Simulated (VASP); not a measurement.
# BaS in VASP: notebook

The runs below take BaS through single point, with HSE06.

Everything below comes from runs of VASP 6.6.1. Logs are shortened: lines on timing, memory, paths and dates and some standing lists are left out, and cuts for length are marked.

## (1) The cell of the first run

The structure is orthorhombic, space group Imm2 (No. 44). Conventional cell: a = 4.926 Å, b = 5.028 Å, c = 7.039 Å, α = 90.00°, β = 90.00°, γ = 90.00°. Within 4.0 Å of Ba (site symmetry mm2) lie 4 S at 3.04 to 3.05 Å. Within 4.0 Å of S (site symmetry mm2) lie 4 Ba at 3.04 to 3.05 Å.

## (2) Single point, HSE06 (shear xy strain -2.0%)

POSCAR reads:

```
BaS
1.0
   -0.0358980001      3.5194117709      3.5194117709
    3.5194117709     -0.0358980001      3.5194117709
    3.4835137708      3.4835137708      0.0000000000
Ba S
1 1
Direct
   -0.0020719737     -0.0020719737      0.0020719737
    0.2520719737      0.2520719737      0.2479280263
```

INCAR.step1 reads:

```
SYSTEM = BaS
  PREC = Accurate
  ENCUT = 520
  EDIFF = 1E-5
  ISMEAR = 0
  SIGMA = 0.01
  LREAL = .False.
  LASPH = .True.
  NELM = 100
  ALGO = Normal
  ISIF = 2
  LWAVE = .True.
  NBANDS = 15
  GGA = PE
```

INCAR.step2 reads:

```
SYSTEM = BaS
  PREC = Accurate
  ENCUT = 520
  EDIFF = 1E-7
  ISMEAR = 0
  SIGMA = 0.01
  LREAL = .False.
  LASPH = .True.
  NELM = 100
  ALGO = Normal
  ISIF = 2
  LWAVE = .False.
  LCHARG = .True.
  GGA = PE
  LHFCALC = .True.
  HFSCREEN = 0.2079
  PRECFOCK = Normal
  LELF = .True.
  LVHAR = .True.
  NBANDS = 15
  ISTART = 1
```

KPOINTS reads:

```
regular mesh
0
Gamma
  4 4 4
  0 0 0
```

Potentials or basis: VASP PAW PBE potentials, release 64 (Ba_sv, S).

Run with:

```sh
cat potpaw_PBE.64/Ba_sv/POTCAR potpaw_PBE.64/S/POTCAR > POTCAR
cp INCAR.step1 INCAR
mpirun -np 1 vasp_std > vasp.out
cp INCAR.step2 INCAR
mpirun -np 1 vasp_std > vasp.out
```

OUTCAR:

```text
SYSTEM = BaS
   PREC = Accurate
   ENCUT = 520
   EDIFF = 1E-7
   ISMEAR = 0
   LREAL = .False.
   LASPH = .True.
   NELM = 100
   ISIF = 2
   GGA = PE
   LHFCALC = .True.
   HFSCREEN = 0.2079
   PRECFOCK = Normal
   ISTART = 1

 ion  position               nearest neighbor table
   1  0.998  0.998  0.002-   2 3.04   2 3.04   2 3.05   2 3.05
   2  0.252  0.252  0.248-   1 3.04   1 3.04   1 3.05   1 3.05

  LATTYP: Found a body centered orthorhombic cell.
 ALAT       =     4.9264324194
 B/A-ratio  =     1.0206102243
 C/A-ratio  =     1.4287871917

  Lattice vectors:

 A1 = (   0.0358980001,  -3.5194117709,  -3.5194117709)
 A2 = (  -0.0358980001,   3.5194117709,  -3.5194117709)
 A3 = (   3.5194117709,  -0.0358980001,   3.5194117709)

Analysis of symmetry for initial positions (statically):
=====================================================================
 Subroutine PRICEL returns:
 Original cell was already a primitive cell.

 Routine SETGRP: Setting up the symmetry group for a
 body centered orthorhombic supercell.

 Subroutine GETGRP returns: Found  4 space group operations
 (whereof  4 operations were pure point group operations)
 out of a pool of  8 trial point group operations.

The static configuration has the point symmetry C_2v.

Analysis of symmetry for dynamics (positions and initial velocities):
=====================================================================
 Subroutine PRICEL returns:
 Original cell was already a primitive cell.

 Routine SETGRP: Setting up the symmetry group for a
 body centered orthorhombic supercell.

 Subroutine GETGRP returns: Found  4 space group operations
 (whereof  4 operations were pure point group operations)
 out of a pool of  8 trial point group operations.

The dynamic configuration has the point symmetry C_2v.

 Subroutine INISYM returns: Found  4 space group operations
 (whereof  4 operations are pure point group operations),
 and found     1 'primitive' translations

----------------------------------------------------------------------------------------

                                     Primitive cell

  volume of cell :      87.1756

  direct lattice vectors                    reciprocal lattice vectors
    -0.035898000  3.519411771  3.519411771    -0.140634722  0.140634722  0.142069196
     3.519411771 -0.035898000  3.519411771     0.140634722 -0.140634722  0.142069196
     3.483513771  3.483513771  0.000000000     0.143533235  0.143533235 -0.142069196

  length of vectors
     4.977329313  4.977329313  4.926432419     0.244417484  0.244417484  0.247764476

  position of ions in fractional coordinates (direct lattice)
     0.997928026  0.997928026  0.002071974
     0.252071974  0.252071974  0.247928026

  ion indices of the primitive-cell ions
   primitive index   ion index
                 1           1
                 2           2

----------------------------------------------------------------------------------------

 KPOINTS: regular mesh

Automatic generation of k-mesh.
 Grid dimensions read from file:
 generate k-points for:    4    4    4

 Generating k-lattice:

  Cartesian coordinates                     Fractional coordinates (reciprocal lattice)
    -0.035158680  0.035158680  0.035517299     0.250000000  0.000000000  0.000000000
     0.035158680 -0.035158680  0.035517299     0.000000000  0.250000000  0.000000000
     0.035883309  0.035883309 -0.035517299     0.000000000  0.000000000  0.250000000

  Length of vectors
     0.061104371  0.061104371  0.061941119

  Shift w.r.t. Gamma in fractional coordinates (k-lattice)
     0.000000000  0.000000000  0.000000000

 Subroutine IBZKPT returns following result:
 ===========================================

 Found     18 irreducible k-points:

 Following reciprocal coordinates:
            Coordinates               Weight
  0.000000  0.000000  0.000000      1.000000
  0.250000  0.000000  0.000000      4.000000
  0.500000  0.000000  0.000000      2.000000
  0.250000  0.250000  0.000000      2.000000
  0.500000  0.250000  0.000000      4.000000
 -0.250000  0.250000  0.000000      2.000000
[... 10 lines left out ...]
  0.250000  0.250000  0.500000      2.000000
 -0.250000  0.250000  0.500000      2.000000
   k-points           NKPTS =     18   k-points in BZ     NKDIM =     64   number of bands    NBANDS=     15
   number of dos      NEDOS =    301   number of ions     NIONS =      2
   total plane-waves  NPLWV =  64000
   dimension x,y,z NGX =    40 NGY =   40 NGZ =   40
   dimension x,y,z NGXF=    80 NGYF=   80 NGZF=   80
   ions per type =               1   1
   NGX,Y,Z   is equivalent  to a cutoff of  13.36, 13.36, 13.50 a.u.
   NGXF,Y,Z  is equivalent  to a cutoff of  26.72, 26.72, 27.00 a.u.
 SYSTEM =  BaS
   PREC   = accura    normal or accurate (medium, high low for compatibility)
   ISTART =      1    job   : 0-new  1-cont  2-samecut
   ICHARG =      0    charge: 1-file 2-atom 10-const
   ISPIN  =      1    spin polarized calculation?
   LNONCOLLINEAR =      F non collinear calculations
   LSORBIT =      F    spin-orbit coupling
   LASPH  =      T    aspherical Exc in radial PAW
   ENCUT  =  520.0 eV  38.22 Ry    6.18 a.u.   9.25  9.25  9.16*2*pi/ulx,y,z
   NELM   =    100;   NELMIN=  2; NELMDL=  0     # of ELM steps
   EDIFF  = 0.1E-06   stopping-criterion for ELM
   LREAL  =      F    real-space projection
   EDIFFG = 0.1E-05   stopping-criterion for IOM
   NSW    =      0    number of steps for IOM
   IBRION =     -1    ionic relax: 0-MD 1-quasi-New 2-CG
   NFREE  =      0    steps in history (QN), initial steepest desc. (CG)
   ISIF   =      2    stress and relaxation
   ISYM   =      3    0-nonsym 1-usesym 2-fastsym
   POTIM  = 0.5000    time-step for ionic-motion
   TEBEG  =    0.0;   TEEND  =   0.0 temperature during run
   PSTRESS=    0.0 pullay stress
   NELECT =      16.0000    total number of electrons
   NUPDOWN=      -1.0000    fix difference up-down
   EMIN   =  10.00;   EMAX   =-10.00  energy-range for DOS
   EFERMI =   0.00;   METHOD = LEGACY
   ISMEAR =     0;   SIGMA  =   0.01  broadening in eV -4-tet -1-fermi 0-gaus
   EFERMI_NEDOS =   21; number of points for ismear=-14 and -15
   IALGO  =     38    algorithm
   IMIX   =      1    mixing-type and parameters
     AMIX     =   0.40;   BMIX     =  1.00
     AMIX_MAG =   1.60;   BMIX_MAG =  1.00
  volume/ion in A,a.u.               =      43.59       294.15
  Fermi-wavevector in a.u.,A,eV,Ry     =   0.930357  1.758121 11.776725  0.865565
  Thomas-Fermi vector in A             =   2.056737
   LORBIT       =      0    0 simple, 1 ext, 2 COOP (PROOUT), +10 PAW based schemes
   GGA     = PE    functional components
   LHFCALC =     T    Hartree Fock is set to
   PRECFOCK=normal    Normal, Fast or Accurate (Low or Medium for compatibility)
   ENCUT4O =  -1.0   cutoff for four orbital integrals eV
   NKREDX  =     1    reduce k-point grid by
   NKREDY  =     1    reduce k-point grid by
   NKREDZ  =     1    reduce k-point grid by
   AEXX    =    0.2500 exact exchange contribution
   HFSCREEN=    0.2079 screening length (either q_TF or 0.3 A-1)
   HFSCREENC=   0.2079 screening length for correlation (either q_TF or 0.3 A-1)
   ENCUTFOCK=  -1.0 apply spherical cutoff to Coloumb kernel
   IVDW    =     0    specifies the selected vdW correction
   LEPSILON=     F    determine dielectric tensor
   LRPA    =     F    only Hartree local field effects (RPA)
 non-spin polarized calculation
 Gauss-broadening in eV      SIGMA  =   0.01
  energy-cutoff  :      520.00
  volume of cell :       87.18
 maximum number of plane-waves:      2360
 NGX is ok and might be reduce to    40
  NGX = 28; NGY = 28; NGZ = 28

 number of electron      16.0000000 magnetization

 Free energy of the ion-electron system (eV)
  ---------------------------------------------------
  ext. energy  EPLUGINS =         0.00000000
  ---------------------------------------------------
  free energy    TOTEN  =       -11.04450815 eV

  energy without entropy =      -11.04450815  energy(sigma->0) =      -11.04450815

 E-fermi :  -0.6855     XC(G=0):  -6.0419

 val. band max:       -0.8331640343   @ k =   0.5000   0.5000   0.0000
 cond. band min:       2.8106029077   @ k =   0.0000   0.0000   0.0000
 fundamental gap:      3.6437669420
 Fermi energy:        -0.6854512150

 k-point     1 :       0.0000    0.0000    0.0000
  band No.  band energies     occupation
      1     -28.6527      2.00000
      2     -12.7806      2.00000
      3     -12.7795      2.00000
      4     -12.7792      2.00000
      5     -11.7715      2.00000
      6      -1.5700      2.00000
      7      -1.5452      2.00000
      8      -1.5186      2.00000
      9       2.8106      0.00000
     10       5.3446      0.00000
     11       5.3502      0.00000
     12       7.2519      0.00000
     13       7.2905      0.00000
     14       7.3281      0.00000
     15      10.1413      0.00000

 k-point     2 :       0.2500    0.0000    0.0000
  band No.  band energies     occupation
      1     -28.6444      2.00000
      2     -13.2836      2.00000
      3     -12.8025      2.00000
      4     -12.8016      2.00000
      5     -11.2525      2.00000
      6      -1.6207      2.00000
      7      -1.4010      2.00000
      8      -1.3807      2.00000
      9       3.9064      0.00000
     10       5.0510      0.00000
     11       5.1194      0.00000
     12       6.7073      0.00000
     13       7.7001      0.00000
     14       7.7663      0.00000
     15       7.9468      0.00000

 k-point     3 :       0.5000    0.0000    0.0000
  band No.  band energies     occupation
      1     -28.6360      2.00000
      2     -13.5989      2.00000
      3     -12.8254      2.00000
      4     -12.8232      2.00000
      5     -10.9329      2.00000
      6      -1.4857      2.00000
      7      -1.2597      2.00000
      8      -1.2544      2.00000
      9       4.5996      0.00000
     10       5.4039      0.00000
     11       5.5706      0.00000
     12       5.5952      0.00000
     13       6.6472      0.00000
     14       6.7236      0.00000
     15       8.8612      0.00000

 k-point     4 :       0.2500    0.2500    0.0000
  band No.  band energies     occupation
      1     -28.6412      2.00000
      2     -13.3607      2.00000
      3     -12.8394      2.00000
      4     -12.8356      2.00000
      5     -11.1201      2.00000
      6      -1.8464      2.00000
      7      -1.2382      2.00000
      8      -1.2031      2.00000
      9       3.9377      0.00000
     10       4.4958      0.00000
     11       5.9034      0.00000
     12       7.2477      0.00000
     13       7.3917      0.00000
     14       7.4132      0.00000
     15       9.3409      0.00000
[... 199 lines left out ...]
 k-point    16 :       0.5000   -0.0000    0.5000
  band No.  band energies     occupation
      1     -28.6297      2.00000
      2     -13.7009      2.00000
      3     -12.8950      2.00000
      4     -12.8946      2.00000
      5     -10.7212      2.00000
      6      -1.9691      2.00000
      7      -0.8447      2.00000
      8      -0.8446      2.00000
      9       3.5443      0.00000
     10       4.7433      0.00000
     11       6.6195      0.00000
     12       6.6275      0.00000
     13       6.7714      0.00000
     14       8.8517      0.00000
     15       9.1515      0.00000

 k-point    17 :       0.2500    0.2500    0.5000
  band No.  band energies     occupation
      1     -28.6348      2.00000
      2     -13.5399      2.00000
      3     -12.9133      2.00000
      4     -12.8272      2.00000
      5     -10.9198      2.00000
      6      -1.4885      2.00000
      7      -1.3015      2.00000
      8      -1.2477      2.00000
      9       4.2546      0.00000
     10       4.7654      0.00000
     11       5.3376      0.00000
     12       6.6273      0.00000
     13       7.5559      0.00000
     14       7.9410      0.00000
     15       8.5418      0.00000

 k-point    18 :      -0.2500    0.2500    0.5000
  band No.  band energies     occupation
      1     -28.6297      2.00000
      2     -13.6720      2.00000
      3     -12.9426      2.00000
      4     -12.8974      2.00000
      5     -10.6994      2.00000
      6      -1.4711      2.00000
      7      -1.3738      2.00000
      8      -0.8361      2.00000
      9       3.5049      0.00000
     10       4.4718      0.00000
     11       6.2717      0.00000
     12       6.6991      0.00000
     13       7.8476      0.00000
     14       8.7972      0.00000
     15       8.9956      0.00000

------------------------ aborting loop because EDIFF is reached ----------------------------------------

  FORCE on cell =-STRESS in cart. coord.  units (eV):
  Direction    XX          YY          ZZ          XY          YZ          ZX
  --------------------------------------------------------------------------------------
  -------------------------------------------------------------------------------------
  Total        0.0852707      0.0852707      0.0802916      0.0887490      0.0000000      0.0000000
  in kB        1.5671670      1.5671670      1.4756583      1.6310949      0.0000000      0.0000000
  external PRESSURE =       1.5366641 kB  Pullay stress =       0.0000000 kB

 VOLUME and BASIS-vectors are now :
 -----------------------------------------------------------------------------
  energy-cutoff  :      520.00
  volume of cell :       87.18
      direct lattice vectors                 reciprocal lattice vectors
    -0.035898000  3.519411771  3.519411771    -0.140634722  0.140634722  0.142069196
     3.519411771 -0.035898000  3.519411771     0.140634722 -0.140634722  0.142069196
     3.483513771  3.483513771  0.000000000     0.143533235  0.143533235 -0.142069196

 POSITION                                       TOTAL-FORCE (eV/Angst)
 -----------------------------------------------------------------------------------
      3.48351      3.48351      7.02424        -0.000000     -0.000000      0.001758
      1.74176      1.74176      1.77429         0.000000      0.000000     -0.001758
 -----------------------------------------------------------------------------------
    total drift:                                0.000000      0.000000      0.000093

  FREE ENERGIE OF THE ION-ELECTRON SYSTEM (eV)
  ---------------------------------------------------
  free  energy   TOTEN  =       -11.0445081457 eV

  energy  without entropy=      -11.0445081457  energy(sigma->0) =      -11.04450815
```

Run time: 19 min. Hardware: 1 thread of AMD EPYC 9R45 (Zen 5), shared host; peak memory 0.31 GiB.

Results:

```yaml
Free_energy: -11.0445 eV
Pressure: 0.2 GPa
Band_gap_on_the_k_mesh: 3.64 eV (least direct gap 4.33 eV)
```

Stress tensor (GPa, compression positive):
```
0.16 0.16 0.00
0.16 0.16 0.00
0.00 0.00 0.15
```

Caveat: the cell differs from its parent crystal (shear xy strain -2.0%); the PAW data sets were made with another functional, which shifts forces and pressure a little; spin-orbit coupling is left out, which moves the levels of the heavy elements. A k mesh can miss the band edges.

## (3) Single point, HSE06 (epitaxial xy strain -1.1%)

POSCAR reads:

```
BaS
1.0
    0.0000000000      3.4824579473      3.5835556952
    3.4824579473      0.0000000000      3.5835556952
    3.4824579473      3.4824579473      0.0000000000
Ba S
1 1
Direct
    0.0000000000      0.0000000000      0.0000000000
    0.2500000000      0.2500000000      0.2500000000
```

INCAR.step1 reads:

```
PREC     = Accurate       # precision mode
ENCUT    = 520            # plane-wave cutoff, eV
EDIFF    = 1E-5           # SCF threshold, eV
ISMEAR   = 0              # smearing method
SIGMA    = 0.01           # smearing width, eV
LREAL    = F              # projectors in reciprocal space
LASPH    = T              # aspherical terms in the spheres
NELM     = 100            # most SCF steps
ALGO     = Normal         # electronic algorithm
ISIF     = 2              # what is computed and relaxed
LWAVE    = T              # write WAVECAR
LCHARG   = F              # write CHGCAR
NBANDS   = 15             # bands
GGA      = PE             # functional
```

INCAR.step2 reads:

```
PREC     = Accurate       # precision mode
ENCUT    = 520            # plane-wave cutoff, eV
EDIFF    = 1E-6           # SCF threshold, eV
ISMEAR   = 0              # smearing method
SIGMA    = 0.01           # smearing width, eV
LREAL    = F              # projectors in reciprocal space
LASPH    = T              # aspherical terms in the spheres
NELM     = 100            # most SCF steps
ALGO     = Normal         # electronic algorithm
ISIF     = 2              # what is computed and relaxed
LWAVE    = F              # write WAVECAR
LCHARG   = F              # write CHGCAR
GGA      = PE             # functional
LHFCALC  = T              # exact exchange
HFSCREEN = 0.2079         # screening, 1/A
PRECFOCK = Normal       
NBANDS   = 15             # bands
ISTART   = 1
```

KPOINTS reads:

```
Automatic mesh
0
Gamma
  4 4 4
```

Potentials or basis: VASP PAW PBE potentials, release 64 (Ba_sv, S).

Run with:

```sh
cat potpaw_PBE.64/Ba_sv/POTCAR potpaw_PBE.64/S/POTCAR > POTCAR
cp INCAR.step1 INCAR
mpirun -np 1 vasp_std > vasp.out
cp INCAR.step2 INCAR
mpirun -np 1 vasp_std > vasp.out
```

Run time: 8 min. Hardware: 1 thread of AMD EPYC 9R45 (Zen 5), shared host; peak memory 0.32 GiB.

Results (log left out):

* Free energy: -11.0445 eV
* Pressure: 0.2 GPa
* Band gap on the k mesh: 3.64 eV (least direct gap 4.32 eV)

Stress tensor (GPa, compression positive):
```
0.27 0.00 0.00
0.00 0.27 0.00
0.00 0.00 0.15
```

Levels at points of the mesh, in eV from the valence-band top:
```csv
k point,band 6,band 7,band 8,band 9,band 10,band 11
"(0.00, 0.00, 0.00)",-0.74,-0.72,-0.72,3.64,6.07,6.28
"(0.50, 0.00, 0.00)",-0.65,-0.47,-0.43,5.44,6.33,6.36
"(0.50, 0.50, 0.00)",-1.16,0.00,0.00,4.31,5.54,7.43
"(0.50, 0.00, 0.50)",-1.15,-0.05,-0.01,4.39,5.58,7.46
```

Caveat: the cell differs from its parent crystal (epitaxial xy strain -1.1%); the PAW data sets were made with another functional, which shifts forces and pressure a little; spin-orbit coupling is left out, which moves the levels of the heavy elements.
